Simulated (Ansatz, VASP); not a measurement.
**AlN: VASP beside Ansatz**

```
Al N
1.0
     0.00000    1.99370    1.99370
     1.99370    0.00000    1.99370
     1.99370    1.99370    0.00000
Al N
1 1
Direct
  0.00000 0.00000 0.00000
  0.50000 0.50000 0.50000
```

Alike in both runs: task single point; functional PBE; k mesh 8 × 8 × 8; no spin polarisation.

|  | VASP | Ansatz |
| --- | --- | --- |
| version | VASP 6.6.1 | Ansatz 0.2.0 |
| potentials or method | VASP PAW PBE potentials, release 64 (Al, N) | plane waves, PAW |
| plane-wave cutoff (eV) | 520 | 420 |
| occupations | gaussian, width 0.01 eV | fixed |
| valence electrons in the cell | 8 | 8 |

|  | VASP | Ansatz | Ansatz less VASP |
| --- | --- | --- | --- |
| gap on the k mesh at the Fermi level (eV) | 5.02 | 5.04 | +0.025 |
| pressure (GPa) | 17.3 | 17.6 | +0.33 |
